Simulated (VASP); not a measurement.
# Nb (Fm-3m) in VASP: further runs

Nb is run at these levels: b88 exchange, pbe correlation, PBE0, r2SCAN50; tasks: single point.

Program: VASP 6.6.1. These are calculated values, not measurements. Logs are shortened: lines on timing, memory, paths and dates and some standing lists are left out, and cuts for length are marked.

### 1 The cell of the first run

Symmetry: Fm-3m, No. 225, cubic system. The conventional cell has a = 4.258 Å, b = 4.258 Å, c = 4.258 Å, α = 90.00°, β = 90.00°, γ = 90.00°. Within 4.0 Å of Nb (site symmetry m-3m) lie 12 Nb at 3.01 Å.

This isn't the form of Nb at room conditions, which is bcc.

### 2 Single point, b88 exchange, pbe correlation, collinear spin (19.30 Å³/atom)

INCAR

```
SYSTEM = Nb
  PREC = Accurate
  ENCUT = 500
  EDIFF = 1E-6
  ISMEAR = 0
  SIGMA = 0.15
  LREAL = .False.
  LASPH = .True.
  NELM = 200
  ALGO = Normal
  ISIF = 2
  LWAVE = .False.
  LCHARG = .True.
  ISPIN = 2
  MAGMOM = 0.5
  LORBIT = 11
  LMAXMIX = 4
  GGA = LIBXC
  LIBXC1 = GGA_X_B88
  LIBXC2 = GGA_C_PBE
  LELF = .True.
  LVHAR = .True.
  NBANDS = 16
  GGA_COMPAT = .False.
```

KPOINTS

```
Automatic mesh
0
Gamma
  11 11 11
  0 0 0
```

POSCAR

```
Nb
1.0
    0.0000000000      2.1290070307      2.1290070307
    2.1290070307      0.0000000000      2.1290070307
    2.1290070307      2.1290070307      0.0000000000
Nb
1
Direct
    0.0000000000      0.0000000000      0.0000000000
```

Potentials or basis: VASP PAW PBE potentials, release 64 (Nb_sv).

On the command line:

```bash
cat potpaw_PBE.64/Nb_sv/POTCAR > POTCAR
mpirun -np 1 vasp_std > vasp.out
```

OUTCAR:

```text
SYSTEM = Nb
   PREC = Accurate
   ENCUT = 500
   EDIFF = 1E-6
   ISMEAR = 0
   LREAL = .False.
   LASPH = .True.
   NELM = 200
   ISIF = 2
   ISPIN = 2
   LORBIT = 11
   GGA = LIBXC

 ion  position               nearest neighbor table
   1  0.000  0.000  0.000-

  LATTYP: Found a face centered cubic cell.
 ALAT       =     4.2580140614

  Lattice vectors:

 A1 = (   0.0000000000,   2.1290070307,   2.1290070307)
 A2 = (   2.1290070307,   0.0000000000,   2.1290070307)
 A3 = (   2.1290070307,   2.1290070307,   0.0000000000)

Analysis of symmetry for initial positions (statically):
=====================================================================
 Subroutine PRICEL returns:
 Original cell was already a primitive cell.

 Routine SETGRP: Setting up the symmetry group for a
 face centered cubic supercell.

 Subroutine GETGRP returns: Found 48 space group operations
 (whereof 48 operations were pure point group operations)
 out of a pool of 48 trial point group operations.

The static configuration has the point symmetry O_h .

Analysis of symmetry for dynamics (positions and initial velocities):
=====================================================================
 Subroutine PRICEL returns:
 Original cell was already a primitive cell.

 Routine SETGRP: Setting up the symmetry group for a
 face centered cubic supercell.

 Subroutine GETGRP returns: Found 48 space group operations
 (whereof 48 operations were pure point group operations)
 out of a pool of 48 trial point group operations.

The dynamic configuration has the point symmetry O_h .

Analysis of structural, dynamic, and magnetic symmetry:
=====================================================================
 Subroutine PRICEL returns:
 Original cell was already a primitive cell.

 Routine SETGRP: Setting up the symmetry group for a
 face centered cubic supercell.

 Subroutine GETGRP returns: Found 48 space group operations
 (whereof 48 operations were pure point group operations)
 out of a pool of 48 trial point group operations.

The overall configuration has the point symmetry O_h .

 Subroutine INISYM returns: Found 48 space group operations
 (whereof 48 operations are pure point group operations),
 and found     1 'primitive' translations

----------------------------------------------------------------------------------------

                                     Primitive cell

  volume of cell :      19.3002

  direct lattice vectors                    reciprocal lattice vectors
     0.000000000  2.129007031  2.129007031    -0.234851268  0.234851268  0.234851268
     2.129007031  0.000000000  2.129007031     0.234851268 -0.234851268  0.234851268
     2.129007031  2.129007031  0.000000000     0.234851268  0.234851268 -0.234851268

  length of vectors
     3.010870617  3.010870617  3.010870617     0.406774328  0.406774328  0.406774328

  position of ions in fractional coordinates (direct lattice)
     0.000000000  0.000000000  0.000000000

  ion indices of the primitive-cell ions
   primitive index   ion index
                 1           1

----------------------------------------------------------------------------------------

 KPOINTS: Automatic mesh

Automatic generation of k-mesh.
 Grid dimensions read from file:
 generate k-points for:   11   11   11

 Generating k-lattice:

  Cartesian coordinates                     Fractional coordinates (reciprocal lattice)
    -0.021350115  0.021350115  0.021350115     0.090909091  0.000000000  0.000000000
     0.021350115 -0.021350115  0.021350115     0.000000000  0.090909091  0.000000000
     0.021350115  0.021350115 -0.021350115     0.000000000  0.000000000  0.090909091

  Length of vectors
     0.036979484  0.036979484  0.036979484

  Shift w.r.t. Gamma in fractional coordinates (k-lattice)
     0.000000000  0.000000000  0.000000000

 Subroutine IBZKPT returns following result:
 ===========================================

 Found     56 irreducible k-points:

 Following reciprocal coordinates:
            Coordinates               Weight
  0.000000  0.000000  0.000000      1.000000
  0.090909  0.000000  0.000000      8.000000
  0.181818  0.000000  0.000000      8.000000
  0.272727  0.000000  0.000000      8.000000
  0.363636  0.000000  0.000000      8.000000
  0.454545  0.000000  0.000000      8.000000
[... 16 lines left out ...]
 -0.272727  0.181818  0.000000     24.000000
 -0.181818  0.181818  0.000000     12.000000
 [... further k-points ...]
   k-points           NKPTS =     56   k-points in BZ     NKDIM =     56   number of bands    NBANDS=     16
   number of dos      NEDOS =    301   number of ions     NIONS =      1
   total plane-waves  NPLWV =  13824
   dimension x,y,z NGX =    24 NGY =   24 NGZ =   24
   dimension x,y,z NGXF=    48 NGYF=   48 NGZF=   48
   ions per type =               1
   NGX,Y,Z   is equivalent  to a cutoff of  13.25, 13.25, 13.25 a.u.
   NGXF,Y,Z  is equivalent  to a cutoff of  26.50, 26.50, 26.50 a.u.
 SYSTEM =  Nb
   PREC   = accura    normal or accurate (medium, high low for compatibility)
   ISTART =      0    job   : 0-new  1-cont  2-samecut
   ICHARG =      2    charge: 1-file 2-atom 10-const
   ISPIN  =      2    spin polarized calculation?
   LNONCOLLINEAR =      F non collinear calculations
   LSORBIT =      F    spin-orbit coupling
   LASPH  =      T    aspherical Exc in radial PAW
   ENCUT  =  500.0 eV  36.75 Ry    6.06 a.u.   5.49  5.49  5.49*2*pi/ulx,y,z
   NELM   =    200;   NELMIN=  2; NELMDL= -5     # of ELM steps
   EDIFF  = 0.1E-05   stopping-criterion for ELM
   LREAL  =      F    real-space projection
   EDIFFG = 0.1E-04   stopping-criterion for IOM
   NSW    =      0    number of steps for IOM
   IBRION =     -1    ionic relax: 0-MD 1-quasi-New 2-CG
   NFREE  =      0    steps in history (QN), initial steepest desc. (CG)
   ISIF   =      2    stress and relaxation
   ISYM   =      2    0-nonsym 1-usesym 2-fastsym
   POTIM  = 0.5000    time-step for ionic-motion
   TEBEG  =    0.0;   TEEND  =   0.0 temperature during run
   PSTRESS=    0.0 pullay stress
   NELECT =      13.0000    total number of electrons
   NUPDOWN=      -1.0000    fix difference up-down
   EMIN   =  10.00;   EMAX   =-10.00  energy-range for DOS
   EFERMI =   0.00;   METHOD = LEGACY
   ISMEAR =     0;   SIGMA  =   0.15  broadening in eV -4-tet -1-fermi 0-gaus
   EFERMI_NEDOS =   21; number of points for ismear=-14 and -15
   IALGO  =     38    algorithm
   IMIX   =      4    mixing-type and parameters
     AMIX     =   0.40;   BMIX     =  1.00
     AMIX_MAG =   1.60;   BMIX_MAG =  1.00
  volume/ion in A,a.u.               =      19.30       130.24
  Fermi-wavevector in a.u.,A,eV,Ry     =   1.435056  2.711863 28.019645  2.059386
  Thomas-Fermi vector in A             =   2.554397
   LORBIT       =     11    0 simple, 1 ext, 2 COOP (PROOUT), +10 PAW based schemes
   GGA     = LIBXC    functional components
   LHFCALC =     F    Hartree Fock is set to
   AEXX    =    0.0000 exact exchange contribution
   IVDW    =     0    specifies the selected vdW correction
   LEPSILON=     F    determine dielectric tensor
   LRPA    =     F    only Hartree local field effects (RPA)
 spin polarized calculation
 Gauss-broadening in eV      SIGMA  =   0.15
  energy-cutoff  :      500.00
  volume of cell :       19.30
 maximum number of plane-waves:       531
 NGX is ok and might be reduce to    24
   NGX = 11   NGY = 11   NGZ = 11

 number of electron      13.0000000 magnetization      -0.0002627

 number of electron      13.0000000 magnetization       0.0001628

 Free energy of the ion-electron system (eV)
  ---------------------------------------------------
  ext. energy  EPLUGINS =         0.00000000
  ---------------------------------------------------
  free energy    TOTEN  =        -9.78648880 eV

  energy without entropy =       -9.76942116  energy(sigma->0) =       -9.77795498

 E-fermi :  10.5762     XC(G=0): -12.1650

 val. band max:       10.5540580893   @ k =   0.3636   0.2727   0.0909
 cond. band min:      10.5934689177   @ k =  -0.4545   0.2727   0.0000
 fundamental gap:      0.0394108284
 Fermi energy:        10.5761988093

 spin component 1

 k-point     1 :       0.0000    0.0000    0.0000
  band No.  band energies     occupation
      1     -44.2836      1.00000
      2     -19.7206      1.00000
      3     -19.7206      1.00000
      4     -19.7206      1.00000
      5       4.4138      1.00000
      6      10.6599      0.21490
[... 8 lines left out ...]
     15      31.4626      0.00000
     16      39.1880      0.00000

 k-point     2 :       0.0909    0.0000    0.0000
  band No.  band energies     occupation
      1     -44.2702      1.00000
      2     -19.8119      1.00000
      3     -19.7321      1.00000
      4     -19.7321      1.00000
      5       4.7088      1.00000
      6      10.4417      0.89769
[... 8 lines left out ...]
     15      32.9436      0.00000
     16      37.1011      0.00000

 k-point     3 :       0.1818    0.0000    0.0000
  band No.  band energies     occupation
      1     -44.2340      1.00000
      2     -20.0518      1.00000
      3     -19.7625      1.00000
      4     -19.7625      1.00000
      5       5.4907      1.00000
      6      10.0168      1.00000
[... 8 lines left out ...]
     15      32.9608      0.00000
     16      35.0280      0.00000
[... 362 lines left out ...]
 k-point    23 :      -0.2727    0.1818    0.0000
  band No.  band energies     occupation
      1     -44.1292      1.00000
      2     -20.5042      1.00000
      3     -20.0691      1.00000
      4     -19.8378      1.00000
      5       7.6975      1.00000
      6       9.5763      1.00000
[... 8 lines left out ...]
     15      31.2514      0.00000
     16      35.0337      0.00000

 k-point    24 :      -0.1818    0.1818    0.0000
  band No.  band energies     occupation
      1     -44.1701      1.00000
      2     -20.3268      1.00000
      3     -19.9737      1.00000
      4     -19.7914      1.00000
      5       6.9529      1.00000
      6       9.3968      1.00000
[... 8 lines left out ...]
     15      32.2717      0.00000
     16      35.6268      0.00000

 [... further k-points ...]

 spin component 2

 k-point     1 :       0.0000    0.0000    0.0000
  band No.  band energies     occupation
      1     -44.2837      1.00000
      2     -19.7206      1.00000
      3     -19.7206      1.00000
      4     -19.7206      1.00000
      5       4.4137      1.00000
      6      10.6600      0.21465
[... 8 lines left out ...]
     15      31.4626      0.00000
     16      39.1880      0.00000

 k-point     2 :       0.0909    0.0000    0.0000
  band No.  band energies     occupation
      1     -44.2703      1.00000
      2     -19.8119      1.00000
      3     -19.7320      1.00000
      4     -19.7320      1.00000
      5       4.7087      1.00000
      6      10.4417      0.89754
[... 8 lines left out ...]
     15      32.9437      0.00000
     16      37.1011      0.00000

 k-point     3 :       0.1818    0.0000    0.0000
  band No.  band energies     occupation
      1     -44.2341      1.00000
      2     -20.0518      1.00000
      3     -19.7625      1.00000
      4     -19.7625      1.00000
      5       5.4906      1.00000
      6      10.0169      1.00000
[... 8 lines left out ...]
     15      32.9608      0.00000
     16      35.0281      0.00000
[... 362 lines left out ...]
 k-point    23 :      -0.2727    0.1818    0.0000
  band No.  band energies     occupation
      1     -44.1293      1.00000
      2     -20.5042      1.00000
      3     -20.0690      1.00000
      4     -19.8378      1.00000
      5       7.6975      1.00000
      6       9.5763      1.00000
[... 8 lines left out ...]
     15      31.2514      0.00000
     16      35.0337      0.00000

 k-point    24 :      -0.1818    0.1818    0.0000
  band No.  band energies     occupation
      1     -44.1702      1.00000
      2     -20.3268      1.00000
      3     -19.9737      1.00000
      4     -19.7914      1.00000
      5       6.9528      1.00000
      6       9.3969      1.00000
[... 8 lines left out ...]
     15      32.2717      0.00000
     16      35.6269      0.00000

 [... further k-points ...]

------------------------ aborting loop because EDIFF is reached ----------------------------------------

  FORCE on cell =-STRESS in cart. coord.  units (eV):
  Direction    XX          YY          ZZ          XY          YZ          ZX
  --------------------------------------------------------------------------------------
  -------------------------------------------------------------------------------------
  Total       -0.6542201     -0.6542201     -0.6542201      0.0000000      0.0000000     -0.0000000
  in kB      -54.3091748    -54.3091748    -54.3091748      0.0000000      0.0000000     -0.0000000
  external PRESSURE =     -54.3091748 kB  Pullay stress =       0.0000000 kB

 VOLUME and BASIS-vectors are now :
 -----------------------------------------------------------------------------
  energy-cutoff  :      500.00
  volume of cell :       19.30
      direct lattice vectors                 reciprocal lattice vectors
     0.000000000  2.129007031  2.129007031    -0.234851268  0.234851268  0.234851268
     2.129007031  0.000000000  2.129007031     0.234851268 -0.234851268  0.234851268
     2.129007031  2.129007031  0.000000000     0.234851268  0.234851268 -0.234851268

 POSITION                                       TOTAL-FORCE (eV/Angst)
 -----------------------------------------------------------------------------------
      0.00000      0.00000      0.00000         0.000000      0.000000      0.000000
 -----------------------------------------------------------------------------------
    total drift:                                0.000000      0.000000     -0.000000

  FREE ENERGIE OF THE ION-ELECTRON SYSTEM (eV)
  ---------------------------------------------------
  free  energy   TOTEN  =        -9.7864888038 eV

  energy  without entropy=       -9.7694211639  energy(sigma->0) =       -9.77795498

 total charge

# of ion       s       p       d       tot
------------------------------------------
    1        2.219   5.996   2.403  10.618

 magnetization (x)

# of ion       s       p       d       tot
------------------------------------------
    1       -0.000   0.000   0.000   0.000
```

Wall time 14 s (1 thread of Intel Xeon 6975P-C (Granite Rapids), shared host); peak memory 0.16 GiB.

What came out:

- Free energy: -9.7865 eV
- Pressure: -5.4 GPa
- Net moment: 0.00 μB per cell
- Valence electrons inside the program's atomic spheres: Nb 10.62

Caveat: the cell stands under tension; the PAW data sets were made with another functional, which shifts forces and pressure a little.

### 3 Single point, b88 exchange, pbe correlation, collinear spin (20.06 Å³/atom)

This run uses another cell than the first one, of 20.06 Å³/atom.

INCAR

```
SYSTEM = Nb
PREC = Accurate
ENCUT = 500
EDIFF = 1E-6
ISMEAR = 0
SIGMA = 0.15
LREAL = .FALSE.
LASPH = .TRUE.
NELM = 200
ALGO = Normal
ISIF = 2
LWAVE = .FALSE.
LCHARG = .FALSE.
ISPIN = 2
MAGMOM = 0.5
LORBIT = 11
LMAXMIX = 4
GGA = LIBXC
LIBXC1 = GGA_X_B88
LIBXC2 = GGA_C_PBE
NBANDS = 16
GGA_COMPAT = .FALSE.
```

KPOINTS

```
Automatic mesh
0
G
  11 11 11
  0 0 0
```

POSCAR

```
Nb
1.0
    0.0000000000      2.1564811194      2.1564811194
    2.1564811194      0.0000000000      2.1564811194
    2.1564811194      2.1564811194      0.0000000000
Nb
1
Direct
    0.0000000000      0.0000000000      0.0000000000
```

Potentials or basis: VASP PAW PBE potentials, release 64 (Nb_sv).

On the command line:

```bash
cat potpaw_PBE.64/Nb_sv/POTCAR > POTCAR
mpirun -np 1 vasp_std > vasp.out
```

It took 14 s on 1 thread of Intel Xeon 6975P-C (Granite Rapids), shared host; peak memory 0.16 GiB.

The run converged. Its results:

```
Free energy                                           : -9.7491 eV
Pressure                                              : -10.5 GPa
Net moment                                            : 0.00 μB per cell
Valence electrons inside the program's atomic spheres : Nb 10.57
```

Levels at points of the mesh, in eV from the Fermi level:
Spin up:
| k point | band 3 | band 4 | band 5 | band 6 | band 7 | band 8 | band 9 | band 10 |
| --- | --- | --- | --- | --- | --- | --- | --- | --- |
| (0.00, 0.00, 0.00) | -30.41 | -30.41 | -6.06 | 0.10 | 0.10 | 0.10 | 2.46 | 2.46 |
Spin down:
```tsv
k point	band 2	band 3	band 4	band 5	band 6	band 7	band 8	band 9	band 10	band 11
(0.00, 0.00, 0.00)	-30.41	-30.41	-30.41	-6.06	0.10	0.10	0.10	2.46	2.46	11.73
```

Caveat: the cell stands under tension; the PAW data sets were made with another functional, which shifts forces and pressure a little.

(Continued in part 2 of 2.)
